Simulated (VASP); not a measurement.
Input of a VASP 6.6.1 run:

The input INCAR:

```
  PREC = Accurate
  ENCUT = 520
  EDIFF = 1E-6
  ISMEAR = -1
  SIGMA = 0.03
  LREAL = F
  LASPH = T
  NELM = 100
  ALGO = Normal
  ISIF = 2
  LWAVE = F
  LCHARG = F
  GGA = PS
  NBANDS = 10
```

The input KPOINTS:

```
regular mesh
0
Gamma
  11 11 11
```

Contents of POSCAR:

```
Na
1.0
   -2.0742735852      2.0742735852      2.0742735852
    2.0742735852     -2.0742735852      2.0742735852
    2.0742735852      2.0742735852     -2.0742735852
Na
1
Direct
    0.0000000000      0.0000000000      0.0000000000
```

Potentials or basis: VASP PAW PBE potentials, release 64 (Na_pv).

Launch:

```bash
$ cat potpaw_PBE.64/Na_pv/POTCAR > POTCAR
$ mpirun -np 1 vasp_std > vasp.out
```

Q: Estimate the pressure.

A: 0.1 GPa.

Caveat: the PAW data sets were made with another functional, which shifts forces and pressure a little.
